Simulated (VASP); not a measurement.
The system is Li2S.

```
CELL_PARAMETERS angstrom
0.00000 2.85400 2.85400
2.85400 0.00000 2.85400
2.85400 2.85400 0.00000
ATOMIC_POSITIONS crystal
Li 0.25000 0.25000 0.25000
Li 0.75000 0.75000 0.75000
S 0.00000 0.00000 0.00000
```

| Quantity | Value |
| --- | --- |
| Program | VASP 6.6.1 |
| Task | relaxation of cell and atoms |
| Functional | LDA |
| Potentials or basis | VASP PAW LDA potentials, release 64 (Li_sv, S) |
| Cutoff | 750 eV |
| k mesh | 8 × 8 × 8 |
| Occupations | gaussian, width 0.02 eV |
| Spin | no spin polarisation |

At the start: pressure -3.1 GPa; volume 15.50 Å³/atom.

Question: Where does the relaxation end?

Answer: Over 4 steps the energy falls by 11.7 meV/atom and the volume is 14.35 Å³/atom (-7.4 %); space group Fm-3m (No. 225, to 0.1 Å) before and after.

The path:
```csv
step,energy change (eV),largest force (eV/Å),pressure (GPa),volume (Å³)
1,0.0000,0.0000,-3.08,46.49
2,-0.0283,0.0000,-1.45,44.52
3,-0.0350,0.0000,-0.09,43.16
4,-0.0350,0.0000,0.01,43.06
```

Final structure:
```cif
data_structure
_symmetry_space_group_name_H-M 'P 1'
_symmetry_Int_Tables_number 1
_cell_length_a 3.9344
_cell_length_b 3.9344
_cell_length_c 3.9344
_cell_angle_alpha 60.000
_cell_angle_beta 60.000
_cell_angle_gamma 60.000
_cell_volume 43.06
loop_
_atom_site_label
_atom_site_type_symbol
_atom_site_fract_x
_atom_site_fract_y
_atom_site_fract_z
_atom_site_occupancy
Li1 Li 0.25000 0.25000 0.25000 1
Li2 Li 0.75000 0.75000 0.75000 1
S1 S 0.00000 0.00000 0.00000 1
```
